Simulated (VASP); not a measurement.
# Si2Mo (I4/mmm) in VASP: further runs

Si2Mo is run at these levels: LDA; tasks: relaxation of cell and atoms, single point.

Program: VASP 6.6.1. These are calculated values, not measurements. Logs are shortened: lines on timing, memory, paths and dates and some standing lists are left out, and cuts for length are marked.

### Step 1. The cell of the first run

The structure is tetragonal, space group I4/mmm (No. 139). The conventional cell has a = 3.168 Å, b = 3.168 Å, c = 7.782 Å, α = 90.00°, β = 90.00°, γ = 90.00°. Si (site symmetry 4mm) has 9 Si at 2.59 to 3.17 Å and 5 Mo at 2.59 Å within 3.4 Å. Mo (site symmetry 4/mmm) has 10 Si at 2.59 Å and 4 Mo at 3.17 Å within 3.4 Å.

### Step 2. Relaxation of cell and atoms, LDA

The input, INCAR:

```
PREC = Accurate
ENCUT = 600
EDIFF = 1E-6
ISMEAR = -1
SIGMA = 0.05
LREAL = False
LASPH = True
NELM = 100
ALGO = Normal
ISIF = 3
LWAVE = False
LCHARG = False
IBRION = 2
NSW = 100
EDIFFG = -0.005
```

The input, KPOINTS:

```
Automatic mesh
0
Gamma
  14 14 14
```

The input, POSCAR:

```
Si2Mo
1.0
   -1.5838372788      1.5838372788      3.8907952652
    1.5838372788     -1.5838372788      3.8907952652
    1.5838372788      1.5838372788     -3.8907952652
Si Mo
2 1
Direct
    0.3330000000      0.3330000000      0.0000000000
    0.6670000000      0.6670000000      0.0000000000
    0.0000000000      0.0000000000      0.0000000000
```

Potentials or basis: VASP PAW LDA potentials, release 64 (Si, Mo_sv).

Command:

```sh
> cat potpaw_LDA.64/Si/POTCAR potpaw_LDA.64/Mo_sv/POTCAR > POTCAR
> mpirun -np 1 vasp_std > vasp.out
```

OUTCAR:

```text
PREC = Accurate
   ENCUT = 600
   EDIFF = 1E-6
   ISMEAR = -1
   LREAL = False
   LASPH = True
   NELM = 100
   ISIF = 3
   IBRION = 2
   NSW = 100
   EDIFFG = -0.005

 ion  position               nearest neighbor table
   1  0.333  0.333  0.000-   2 2.59   2 2.59   2 2.59   2 2.59   3 2.59   3 2.59   3 2.59   3 2.59
                             3 2.59   2 2.60
   2  0.667  0.667  0.000-   1 2.59   1 2.59   1 2.59   1 2.59   3 2.59   3 2.59   3 2.59   3 2.59
                             3 2.59   1 2.60
   3  0.000  0.000  0.000-   2 2.59   2 2.59   2 2.59   1 2.59   2 2.59   1 2.59   1 2.59   1 2.59
                             1 2.59   2 2.59

  LATTYP: Found a body centered tetragonal cell.
 ALAT       =     3.1676745576
 C/A-ratio  =     2.4565625000

  Lattice vectors:

 A1 = (  -1.5838372788,   1.5838372788,   3.8907952652)
 A2 = (   1.5838372788,  -1.5838372788,   3.8907952652)
 A3 = (   1.5838372788,   1.5838372788,  -3.8907952652)

Analysis of symmetry for initial positions (statically):
=====================================================================
 Subroutine PRICEL returns:
 Original cell was already a primitive cell.

 Routine SETGRP: Setting up the symmetry group for a
 body centered tetragonal supercell.

 Subroutine GETGRP returns: Found 16 space group operations
 (whereof 16 operations were pure point group operations)
 out of a pool of 16 trial point group operations.

The static configuration has the point symmetry D_4h.

Analysis of symmetry for dynamics (positions and initial velocities):
=====================================================================
 Subroutine PRICEL returns:
 Original cell was already a primitive cell.

 Routine SETGRP: Setting up the symmetry group for a
 body centered tetragonal supercell.

 Subroutine GETGRP returns: Found 16 space group operations
 (whereof 16 operations were pure point group operations)
 out of a pool of 16 trial point group operations.

The dynamic configuration has the point symmetry D_4h.

 Subroutine INISYM returns: Found 16 space group operations
 (whereof 16 operations are pure point group operations),
 and found     1 'primitive' translations

----------------------------------------------------------------------------------------

                                     Primitive cell

  volume of cell :      39.0409

  direct lattice vectors                    reciprocal lattice vectors
    -1.583837279  1.583837279  3.890795265     0.000000000  0.315688996  0.128508432
     1.583837279 -1.583837279  3.890795265     0.315688996  0.000000000  0.128508432
     1.583837279  1.583837279 -3.890795265     0.315688996  0.315688996  0.000000000

  length of vectors
     4.489473115  4.489473115  4.489473115     0.340843013  0.340843013  0.446451659

  position of ions in fractional coordinates (direct lattice)
     0.333000000  0.333000000  0.000000000
     0.667000000  0.667000000  0.000000000
     0.000000000  0.000000000  0.000000000

  ion indices of the primitive-cell ions
   primitive index   ion index
                 1           1
                 2           2
                 3           3

----------------------------------------------------------------------------------------

 KPOINTS: Automatic mesh

Automatic generation of k-mesh.
 Grid dimensions read from file:
 generate k-points for:   14   14   14

 Generating k-lattice:

  Cartesian coordinates                     Fractional coordinates (reciprocal lattice)
     0.000000000  0.022549214  0.009179174     0.071428571  0.000000000  0.000000000
     0.022549214  0.000000000  0.009179174     0.000000000  0.071428571  0.000000000
     0.022549214  0.022549214  0.000000000     0.000000000  0.000000000  0.071428571

  Length of vectors
     0.024345929  0.024345929  0.031889404

  Shift w.r.t. Gamma in fractional coordinates (k-lattice)
     0.000000000  0.000000000  0.000000000

 Subroutine IBZKPT returns following result:
 ===========================================

 Found    244 irreducible k-points:

 Following reciprocal coordinates:
            Coordinates               Weight
  0.000000  0.000000  0.000000      1.000000
  0.071429  0.000000 -0.000000      8.000000
  0.142857  0.000000 -0.000000      8.000000
  0.214286  0.000000 -0.000000      8.000000
  0.285714  0.000000 -0.000000      8.000000
  0.357143  0.000000 -0.000000      8.000000
[... 16 lines left out ...]
  0.214286  0.142857 -0.000000     16.000000
  0.285714  0.142857 -0.000000     16.000000
 [... further k-points ...]
   k-points           NKPTS =    244   k-points in BZ     NKDIM =    244   number of bands    NBANDS=     15
   number of dos      NEDOS =    301   number of ions     NIONS =      3
   total plane-waves  NPLWV =  46656
   dimension x,y,z NGX =    36 NGY =   36 NGZ =   36
   dimension x,y,z NGXF=    72 NGYF=   72 NGZF=   72
   ions per type =               2   1
   NGX,Y,Z   is equivalent  to a cutoff of  13.33, 13.33, 13.33 a.u.
   NGXF,Y,Z  is equivalent  to a cutoff of  26.66, 26.66, 26.66 a.u.
 SYSTEM =  unknown system
   PREC   = accura    normal or accurate (medium, high low for compatibility)
   ISTART =      0    job   : 0-new  1-cont  2-samecut
   ICHARG =      2    charge: 1-file 2-atom 10-const
   ISPIN  =      1    spin polarized calculation?
   LNONCOLLINEAR =      F non collinear calculations
   LSORBIT =      F    spin-orbit coupling
   LASPH  =      T    aspherical Exc in radial PAW
   ENCUT  =  600.0 eV  44.10 Ry    6.64 a.u.   8.97  8.97  8.97*2*pi/ulx,y,z
   NELM   =    100;   NELMIN=  2; NELMDL= -5     # of ELM steps
   EDIFF  = 0.1E-05   stopping-criterion for ELM
   LREAL  =      F    real-space projection
   EDIFFG = -.5E-02   stopping-criterion for IOM
   NSW    =    100    number of steps for IOM
   IBRION =      2    ionic relax: 0-MD 1-quasi-New 2-CG
   NFREE  =      1    steps in history (QN), initial steepest desc. (CG)
   ISIF   =      3    stress and relaxation
   ISYM   =      2    0-nonsym 1-usesym 2-fastsym
   POTIM  = 0.5000    time-step for ionic-motion
   TEBEG  =    0.0;   TEEND  =   0.0 temperature during run
   PSTRESS=    0.0 pullay stress
   NELECT =      22.0000    total number of electrons
   NUPDOWN=      -1.0000    fix difference up-down
   EMIN   =  10.00;   EMAX   =-10.00  energy-range for DOS
   EFERMI =   0.00;   METHOD = LEGACY
   ISMEAR =    -1;   SIGMA  =   0.05  broadening in eV -4-tet -1-fermi 0-gaus
   EFERMI_NEDOS =   21; number of points for ismear=-14 and -15
   IALGO  =     38    algorithm
   IMIX   =      4    mixing-type and parameters
     AMIX     =   0.40;   BMIX     =  1.00
     AMIX_MAG =   1.60;   BMIX_MAG =  1.00
  volume/ion in A,a.u.               =      13.01        87.82
  Fermi-wavevector in a.u.,A,eV,Ry     =   1.352205  2.555297 24.877689  1.828459
  Thomas-Fermi vector in A             =   2.479563
   LORBIT       =      0    0 simple, 1 ext, 2 COOP (PROOUT), +10 PAW based schemes
   GGA     = CA    functional components
   LHFCALC =     F    Hartree Fock is set to
   AEXX    =    0.0000 exact exchange contribution
   IVDW    =     0    specifies the selected vdW correction
   LEPSILON=     F    determine dielectric tensor
   LRPA    =     F    only Hartree local field effects (RPA)
 conjugate gradient relaxation of ions
 non-spin polarized calculation
  energy-cutoff  :      600.00
  volume of cell :       39.04
 maximum number of plane-waves:      1324
   NGX = 17   NGY = 17   NGZ = 17

--------------------------------------- Ionic step        1  -------------------------------------------

 number of electron      22.0000000 magnetization

 Free energy of the ion-electron system (eV)
  ---------------------------------------------------
  ext. energy  EPLUGINS =         0.00000000
  ---------------------------------------------------
  free energy    TOTEN  =       -25.81321108 eV

  energy without entropy =      -25.81082361  energy(sigma->0) =      -25.81201734

------------------------ aborting loop because EDIFF is reached ----------------------------------------

  FORCE on cell =-STRESS in cart. coord.  units (eV):
  Direction    XX          YY          ZZ          XY          YZ          ZX
  --------------------------------------------------------------------------------------
  -------------------------------------------------------------------------------------
  Total        0.3562271      0.3562271      0.1054619      0.0000000      0.0000000      0.0000000
  in kB       14.6190146     14.6190146      4.3279948      0.0000000      0.0000000      0.0000000
  external PRESSURE =      11.1886746 kB  Pullay stress =       0.0000000 kB

 VOLUME and BASIS-vectors are now :
 -----------------------------------------------------------------------------
  energy-cutoff  :      600.00
  volume of cell :       39.04
      direct lattice vectors                 reciprocal lattice vectors
    -1.583837279  1.583837279  3.890795265     0.000000000  0.315688996  0.128508432
     1.583837279 -1.583837279  3.890795265     0.315688996  0.000000000  0.128508432
     1.583837279  1.583837279 -3.890795265     0.315688996  0.315688996  0.000000000
[... 186 lines left out ...]
 POSITION                                       TOTAL-FORCE (eV/Angst)
 -----------------------------------------------------------------------------------
      0.00000      0.00000      2.61013         0.000000      0.000000     -0.001967
      0.00000      0.00000      5.17622        -0.000000     -0.000000      0.001967
      0.00000      0.00000      0.00000        -0.000000     -0.000000     -0.000000
 -----------------------------------------------------------------------------------
    total drift:                               -0.000000      0.000000     -0.000000

  FREE ENERGIE OF THE ION-ELECTRON SYSTEM (eV)
  ---------------------------------------------------
  free  energy   TOTEN  =       -25.8198598118 eV

  energy  without entropy=      -25.8176512882  energy(sigma->0) =      -25.81875555

--------------------------------------- Ionic step        7  -------------------------------------------

 number of electron      22.0000000 magnetization

 Free energy of the ion-electron system (eV)
  ---------------------------------------------------
  ext. energy  EPLUGINS =         0.00000000
  ---------------------------------------------------
  free energy    TOTEN  =       -25.81986364 eV

  energy without entropy =      -25.81765644  energy(sigma->0) =      -25.81876004

 E-fermi :  12.5582     XC(G=0): -12.6638

 val. band max:       12.4795316727   @ k =  -0.3571  -0.4286   0.3571
 cond. band min:      12.6075021042   @ k =  -0.4286  -0.4286   0.3571
 fundamental gap:      0.1279704316
 Fermi energy:        12.5582206929

 k-point     1 :       0.0000    0.0000    0.0000
  band No.  band energies     occupation
      1     -47.7894      2.00000
      2     -22.1509      2.00000
      3     -22.0571      2.00000
      4     -22.0571      2.00000
      5      -0.9907      2.00000
      6       6.0318      2.00000
      7       9.1804      2.00000
      8       9.3556      2.00000
      9       9.8789      2.00000
     10       9.8789      2.00000
     11      12.9312      0.00115
     12      15.7400      0.00000
     13      15.8216      0.00000
     14      16.1245      0.00000
     15      16.1245      0.00000
[... 397 lines left out ...]
 k-point    24 :       0.2857    0.1429   -0.0000
  band No.  band energies     occupation
      1     -47.7724      2.00000
      2     -22.2262      2.00000
      3     -22.1349      2.00000
      4     -22.0931      2.00000
      5       0.9516      2.00000
      6       5.1223      2.00000
      7       7.3931      2.00000
      8       9.0959      2.00000
      9       9.9086      2.00000
     10      10.2253      2.00000
     11      10.7516      2.00000
     12      14.4335      0.00000
     13      14.9437      0.00000
     14      16.2849      0.00000
     15      17.4334      0.00000

 [... further k-points ...]

------------------------ aborting loop because EDIFF is reached ----------------------------------------

  FORCE on cell =-STRESS in cart. coord.  units (eV):
  Direction    XX          YY          ZZ          XY          YZ          ZX
  --------------------------------------------------------------------------------------
  -------------------------------------------------------------------------------------
  Total       -0.0011438     -0.0011438     -0.0034515      0.0000000      0.0000000      0.0000000
  in kB       -0.0466399     -0.0466399     -0.1407381      0.0000000      0.0000000      0.0000000
  external PRESSURE =      -0.0780060 kB  Pullay stress =       0.0000000 kB

 VOLUME and BASIS-vectors are now :
 -----------------------------------------------------------------------------
  energy-cutoff  :      600.00
  volume of cell :       39.29
      direct lattice vectors                 reciprocal lattice vectors
    -1.588613420  1.588613420  3.892340231     0.000000000  0.314739882  0.128457424
     1.588613420 -1.588613420  3.892340231     0.314739882  0.000000000  0.128457424
     1.588613420  1.588613420 -3.892340231     0.314739882  0.314739882  0.000000000

 POSITION                                       TOTAL-FORCE (eV/Angst)
 -----------------------------------------------------------------------------------
      0.00000      0.00000      2.60947        -0.000000     -0.000000     -0.000158
      0.00000      0.00000      5.17521         0.000000      0.000000      0.000158
      0.00000      0.00000      0.00000        -0.000000     -0.000000      0.000000
 -----------------------------------------------------------------------------------
    total drift:                               -0.000000     -0.000000      0.000000

  FREE ENERGIE OF THE ION-ELECTRON SYSTEM (eV)
  ---------------------------------------------------
  free  energy   TOTEN  =       -25.8198636360 eV

  energy  without entropy=      -25.8176564381  energy(sigma->0) =      -25.81876004

 reached required accuracy - stopping structural energy minimisation
```

Wall time 9.9 min (1 thread of Intel Xeon Platinum 8259CL at 2.50GHz (Skylake/Cascade Lake), shared host); peak memory 0.31 GiB.

Results:

```
Free energy                            : -25.8199 eV
Relaxed volume                         : 13.10 Å³/atom
Relaxed cell                           : a = 4.494 Å, b = 4.494 Å, c = 4.494 Å, α = 138.60°, β = 138.60°, γ = 59.99°
Space group after relaxing (to 0.05 Å) : I4/mmm (No. 139)
Energy gained by relaxing              : 2.2 meV/atom
Ionic steps                            : 7
Pressure after relaxing                : 0.0 GPa
Band gap on the k mesh                 : zero (band 11 reaches 13.04 eV, above the bottom of band 12 at 12.10 eV)
```

Step by step:
| step | energy change (eV) | largest force (eV/Å) | pressure (GPa) | volume (Å³) |
| --- | --- | --- | --- | --- |
| 1 | 0.0000 | 0.3239 | 1.12 | 39.04 |
| 2 | -0.0053 | 0.0449 | -1.51 | 39.56 |
| 3 | -0.0057 | 0.1026 | -1.00 | 39.45 |
| 4 | -0.0057 | 0.0941 | 1.01 | 39.14 |
| 5 | -0.0066 | 0.0051 | 0.02 | 39.29 |
| 6 | -0.0066 | 0.0020 | -0.02 | 39.29 |
| 7 | -0.0067 | 0.0002 | -0.01 | 39.29 |

Final structure:
```yaml
crystal:
  lattice:
    - [-1.58861, 1.58861, 3.89234]
    - [1.58861, -1.58861, 3.89234]
    - [1.58861, 1.58861, -3.89234]
  atoms:
    - { symbol: Si, position: [0.33521, 0.33521, 0.00000] }
    - { symbol: Si, position: [0.66479, 0.66479, 0.00000] }
    - { symbol: Mo, position: [0.00000, 0.00000, 0.00000] }
```

### Step 3. Single point, LDA

This run uses another cell than the first one, of 13.06 Å³/atom, 1.004 times its volume.

The input, INCAR:

```
SYSTEM = Si2Mo
PREC = Accurate
ENCUT = 520
EDIFF = 1E-6
ISMEAR = -1
SIGMA = 0.05
LREAL = .False.
LASPH = .True.
NELM = 100
ALGO = Normal
ISIF = 2
LWAVE = .False.
LCHARG = .False.
GGA = CA
NBANDS = 18
```

The input, KPOINTS:

```
Automatic mesh
0
Gamma
  14 14 14
  0 0 0
```

The input, POSCAR:

```
Si2Mo
1.0
   -1.5872840254      1.5872840254      3.8891928471
    1.5872840254     -1.5872840254      3.8891928471
    1.5872840254      1.5872840254     -3.8891928471
Si Mo
2 1
Direct
    0.3352400357      0.3352400357      0.0000000000
    0.6647599643      0.6647599643      0.0000000000
    0.0000000000      0.0000000000      0.0000000000
```

Potentials or basis: VASP PAW LDA potentials, release 64 (Si, Mo_sv).

Command:

```sh
> cat potpaw_LDA.64/Si/POTCAR potpaw_LDA.64/Mo_sv/POTCAR > POTCAR
> mpirun -np 1 vasp_std > vasp.out
```

It took 2.5 min on 1 thread of Intel Xeon Platinum 8259CL at 2.50GHz (Skylake/Cascade Lake), shared host; peak memory 0.29 GiB.

It converged, with:

```
Free energy            : -25.8197 eV
Pressure               : 0.5 GPa
Largest force          : 0.012 eV/Å
Band gap on the k mesh : zero (band 11 reaches 13.08 eV, above the bottom of band 12 at 12.14 eV)
```

Forces on the atoms (eV/Å):
```
Si   0.000  0.000 -0.012
Si   0.000  0.000  0.012
Mo   0.000  0.000  0.000
```

Levels at points of the mesh, in eV from the Fermi level:
```
           k point  band 9  band 10  band 11  band 12  band 13  band 14
(0.00, 0.00, 0.00)   -2.69    -2.69     0.37     3.17     3.28     3.57
(0.50, 0.00, 0.00)   -2.68    -2.66    -0.54     2.30     3.14     4.22
(0.50, 0.50, 0.00)   -4.52    -3.16    -1.18     2.35     2.81     3.22
(0.50, 0.50, 0.50)   -0.61    -0.61    -0.46    -0.46     0.52     4.79
```
